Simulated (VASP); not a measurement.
# InSb (F-43m) in VASP: notebook, part 2 of 2

VASP 6.6.1.

## (3) Single point, HSE06

The input, POSCAR:

```
InSb
1.0
    0.0000000000      3.2795130175      3.2795130175
    3.2795130175      0.0000000000      3.2795130175
    3.2795130175      3.2795130175      0.0000000000
In Sb
1 1
Direct
    0.0000000000      0.0000000000      0.0000000000
    0.2500000000      0.2500000000      0.2500000000
```

The input, INCAR.step1:

```
PREC = Accurate ; ENCUT = 520
EDIFF = 1E-5 ; ISMEAR = -1
SIGMA = 0.02 ; LREAL = False
LASPH = True ; NELM = 80
ALGO = Normal ; ISIF = 2
LWAVE = True ; LCHARG = False
NBANDS = 16 ; GGA = PE
```

The input, INCAR.step2:

```
PREC = Accurate ; ENCUT = 520
EDIFF = 1E-6 ; ISMEAR = -1
SIGMA = 0.02 ; LREAL = False
LASPH = True ; NELM = 80
ALGO = Normal ; ISIF = 2
LWAVE = False ; LCHARG = False
GGA = PE ; LHFCALC = True
HFSCREEN = 0.2079 ; PRECFOCK = Normal
NBANDS = 16 ; ISTART = 1
```

The input, KPOINTS:

```
regular mesh
0
Gamma
  4 4 4
```

Potentials or basis: VASP PAW PBE potentials, release 64 (In_d, Sb).

The run is started by

```
$ cat potpaw_PBE.64/In_d/POTCAR potpaw_PBE.64/Sb/POTCAR > POTCAR
$ cp INCAR.step1 INCAR
$ mpirun -np 1 vasp_std > vasp.out
$ cp INCAR.step2 INCAR
$ mpirun -np 1 vasp_std > vasp.out
```

OUTCAR:

```text
PREC = Accurate
   ENCUT = 520
   EDIFF = 1E-6
   ISMEAR = -1
   LREAL = False
   LASPH = True
   NELM = 80
   ISIF = 2
   GGA = PE
   LHFCALC = True
   HFSCREEN = 0.2079
   PRECFOCK = Normal
   ISTART = 1

 ion  position               nearest neighbor table
   1  0.000  0.000  0.000-   2 2.84   2 2.84   2 2.84   2 2.84
   2  0.250  0.250  0.250-   1 2.84   1 2.84   1 2.84   1 2.84

  LATTYP: Found a face centered cubic cell.
 ALAT       =     6.5590260350

  Lattice vectors:

 A1 = (   0.0000000000,   3.2795130175,   3.2795130175)
 A2 = (   3.2795130175,   0.0000000000,   3.2795130175)
 A3 = (   3.2795130175,   3.2795130175,   0.0000000000)

Analysis of symmetry for initial positions (statically):
=====================================================================
 Subroutine PRICEL returns:
 Original cell was already a primitive cell.

 Routine SETGRP: Setting up the symmetry group for a
 face centered cubic supercell.

 Subroutine GETGRP returns: Found 24 space group operations
 (whereof 24 operations were pure point group operations)
 out of a pool of 48 trial point group operations.

The static configuration has the point symmetry T_d .

Analysis of symmetry for dynamics (positions and initial velocities):
=====================================================================
 Subroutine PRICEL returns:
 Original cell was already a primitive cell.

 Routine SETGRP: Setting up the symmetry group for a
 face centered cubic supercell.

 Subroutine GETGRP returns: Found 24 space group operations
 (whereof 24 operations were pure point group operations)
 out of a pool of 48 trial point group operations.

The dynamic configuration has the point symmetry T_d .

 Subroutine INISYM returns: Found 24 space group operations
 (whereof 24 operations are pure point group operations),
 and found     1 'primitive' translations

----------------------------------------------------------------------------------------

                                     Primitive cell

  volume of cell :      70.5437

  direct lattice vectors                    reciprocal lattice vectors
     0.000000000  3.279513017  3.279513017    -0.152461660  0.152461660  0.152461660
     3.279513017  0.000000000  3.279513017     0.152461660 -0.152461660  0.152461660
     3.279513017  3.279513017  0.000000000     0.152461660  0.152461660 -0.152461660

  length of vectors
     4.637931787  4.637931787  4.637931787     0.264071342  0.264071342  0.264071342

  position of ions in fractional coordinates (direct lattice)
     0.000000000  0.000000000  0.000000000
     0.250000000  0.250000000  0.250000000

  ion indices of the primitive-cell ions
   primitive index   ion index
                 1           1
                 2           2

----------------------------------------------------------------------------------------

 KPOINTS: regular mesh

Automatic generation of k-mesh.
 Grid dimensions read from file:
 generate k-points for:    4    4    4

 Generating k-lattice:

  Cartesian coordinates                     Fractional coordinates (reciprocal lattice)
    -0.038115415  0.038115415  0.038115415     0.250000000  0.000000000  0.000000000
     0.038115415 -0.038115415  0.038115415     0.000000000  0.250000000  0.000000000
     0.038115415  0.038115415 -0.038115415     0.000000000  0.000000000  0.250000000

  Length of vectors
     0.066017836  0.066017836  0.066017836

  Shift w.r.t. Gamma in fractional coordinates (k-lattice)
     0.000000000  0.000000000  0.000000000

 Subroutine IBZKPT returns following result:
 ===========================================

 Found      8 irreducible k-points:

 Following reciprocal coordinates:
            Coordinates               Weight
  0.000000  0.000000  0.000000      1.000000
  0.250000  0.000000  0.000000      8.000000
  0.500000  0.000000  0.000000      4.000000
  0.250000  0.250000  0.000000      6.000000
  0.500000  0.250000  0.000000     24.000000
 -0.250000  0.250000  0.000000     12.000000
  0.500000  0.500000  0.000000      3.000000
 -0.250000  0.500000  0.250000      6.000000
   k-points           NKPTS =      8   k-points in BZ     NKDIM =     64   number of bands    NBANDS=     16
   number of dos      NEDOS =    301   number of ions     NIONS =      2
   total plane-waves  NPLWV =  46656
   dimension x,y,z NGX =    36 NGY =   36 NGZ =   36
   dimension x,y,z NGXF=    72 NGYF=   72 NGZF=   72
   ions per type =               1   1
   NGX,Y,Z   is equivalent  to a cutoff of  12.90, 12.90, 12.90 a.u.
   NGXF,Y,Z  is equivalent  to a cutoff of  25.81, 25.81, 25.81 a.u.
 SYSTEM =  unknown system
   PREC   = accura    normal or accurate (medium, high low for compatibility)
   ISTART =      1    job   : 0-new  1-cont  2-samecut
   ICHARG =      0    charge: 1-file 2-atom 10-const
   ISPIN  =      1    spin polarized calculation?
   LNONCOLLINEAR =      F non collinear calculations
   LSORBIT =      F    spin-orbit coupling
   LASPH  =      T    aspherical Exc in radial PAW
   ENCUT  =  520.0 eV  38.22 Ry    6.18 a.u.   8.62  8.62  8.62*2*pi/ulx,y,z
   NELM   =     80;   NELMIN=  2; NELMDL=  0     # of ELM steps
   EDIFF  = 0.1E-05   stopping-criterion for ELM
   LREAL  =      F    real-space projection
   EDIFFG = 0.1E-04   stopping-criterion for IOM
   NSW    =      0    number of steps for IOM
   IBRION =     -1    ionic relax: 0-MD 1-quasi-New 2-CG
   NFREE  =      0    steps in history (QN), initial steepest desc. (CG)
   ISIF   =      2    stress and relaxation
   ISYM   =      3    0-nonsym 1-usesym 2-fastsym
   POTIM  = 0.5000    time-step for ionic-motion
   TEBEG  =    0.0;   TEEND  =   0.0 temperature during run
   PSTRESS=    0.0 pullay stress
   NELECT =      18.0000    total number of electrons
   NUPDOWN=      -1.0000    fix difference up-down
   EMIN   =  10.00;   EMAX   =-10.00  energy-range for DOS
   EFERMI =   0.00;   METHOD = LEGACY
   ISMEAR =    -1;   SIGMA  =   0.02  broadening in eV -4-tet -1-fermi 0-gaus
   EFERMI_NEDOS =   21; number of points for ismear=-14 and -15
   IALGO  =     38    algorithm
   IMIX   =      1    mixing-type and parameters
     AMIX     =   0.40;   BMIX     =  1.00
     AMIX_MAG =   1.60;   BMIX_MAG =  1.00
  volume/ion in A,a.u.               =      35.27       238.03
  Fermi-wavevector in a.u.,A,eV,Ry     =   1.038356  1.962208 14.669575  1.078183
  Thomas-Fermi vector in A             =   2.172837
   LORBIT       =      0    0 simple, 1 ext, 2 COOP (PROOUT), +10 PAW based schemes
   GGA     = PE    functional components
   LHFCALC =     T    Hartree Fock is set to
   PRECFOCK=normal    Normal, Fast or Accurate (Low or Medium for compatibility)
   ENCUT4O =  -1.0   cutoff for four orbital integrals eV
   NKREDX  =     1    reduce k-point grid by
   NKREDY  =     1    reduce k-point grid by
   NKREDZ  =     1    reduce k-point grid by
   AEXX    =    0.2500 exact exchange contribution
   HFSCREEN=    0.2079 screening length (either q_TF or 0.3 A-1)
   HFSCREENC=   0.2079 screening length for correlation (either q_TF or 0.3 A-1)
   ENCUTFOCK=  -1.0 apply spherical cutoff to Coloumb kernel
   IVDW    =     0    specifies the selected vdW correction
   LEPSILON=     F    determine dielectric tensor
   LRPA    =     F    only Hartree local field effects (RPA)
 non-spin polarized calculation
  energy-cutoff  :      520.00
  volume of cell :       70.54
 maximum number of plane-waves:      1924
 NGX is ok and might be reduce to    36
  NGX = 28; NGY = 28; NGZ = 28

 number of electron      18.0000000 magnetization

 Free energy of the ion-electron system (eV)
  ---------------------------------------------------
  ext. energy  EPLUGINS =         0.00000000
  ---------------------------------------------------
  free energy    TOTEN  =        -8.33895417 eV

  energy without entropy =       -8.33894757  energy(sigma->0) =       -8.33895087

 E-fermi :   4.5119     XC(G=0):  -7.1236

 val. band max:        4.3412013423   @ k =   0.0000   0.0000   0.0000
 cond. band min:       4.6607195675   @ k =   0.0000   0.0000   0.0000
 fundamental gap:      0.3195182252
 Fermi energy:         4.5119495836

 k-point     1 :       0.0000    0.0000    0.0000
  band No.  band energies     occupation
      1     -11.9917      2.00000
      2     -11.9917      2.00000
      3     -11.9917      2.00000
      4     -11.9113      2.00000
      5     -11.9113      2.00000
      6      -7.1234      2.00000
[... 129 lines left out ...]
      3     -11.9548      2.00000
      4     -11.9190      2.00000
      5     -11.9092      2.00000
      6      -5.0253      2.00000
[... 8 lines left out ...]
     15      14.9632      0.00000
     16      15.6843      0.00000

------------------------ aborting loop because EDIFF is reached ----------------------------------------

  FORCE on cell =-STRESS in cart. coord.  units (eV):
  Direction    XX          YY          ZZ          XY          YZ          ZX
  --------------------------------------------------------------------------------------
  -------------------------------------------------------------------------------------
  Total       -0.2666989     -0.2666989     -0.2666989      0.0000000      0.0000000      0.0000000
  in kB       -6.0572246     -6.0572246     -6.0572246      0.0000000      0.0000000      0.0000000
  external PRESSURE =      -6.0572246 kB  Pullay stress =       0.0000000 kB

 VOLUME and BASIS-vectors are now :
 -----------------------------------------------------------------------------
  energy-cutoff  :      520.00
  volume of cell :       70.54
      direct lattice vectors                 reciprocal lattice vectors
     0.000000000  3.279513017  3.279513017    -0.152461660  0.152461660  0.152461660
     3.279513017  0.000000000  3.279513017     0.152461660 -0.152461660  0.152461660
     3.279513017  3.279513017  0.000000000     0.152461660  0.152461660 -0.152461660

 POSITION                                       TOTAL-FORCE (eV/Angst)
 -----------------------------------------------------------------------------------
      0.00000      0.00000      0.00000         0.000000      0.000000      0.000000
      1.63976      1.63976      1.63976        -0.000000     -0.000000     -0.000000
 -----------------------------------------------------------------------------------
    total drift:                               -0.000040      0.000005      0.000004

  FREE ENERGIE OF THE ION-ELECTRON SYSTEM (eV)
  ---------------------------------------------------
  free  energy   TOTEN  =        -8.3389541698 eV

  energy  without entropy=       -8.3389475655  energy(sigma->0) =       -8.33895087
```

Run time: 6.2 min. Hardware: 1 thread of Intel Xeon 6975P-C (Granite Rapids), shared host; peak memory 0.32 GiB.

What came out:

| Quantity | Value |
| --- | --- |
| Free energy | -8.3390 eV |
| Pressure | -0.6 GPa |
| Band gap on the k mesh | 0.32 eV |

Levels at points of the mesh, in eV from the valence-band top:
```
           k point  band 7  band 8  band 9  band 10  band 11  band 12
(0.00, 0.00, 0.00)    0.00    0.00    0.00     0.32     3.64     3.64
(0.50, 0.00, 0.00)   -5.89   -1.02   -1.02     1.11     4.51     4.51
(0.50, 0.50, 0.00)   -6.22   -2.32   -2.32     1.95     1.97     9.05
```

Caveat: the PAW data sets were made with another functional, which shifts forces and pressure a little; spin-orbit coupling is left out, which moves the levels of the heavy elements.
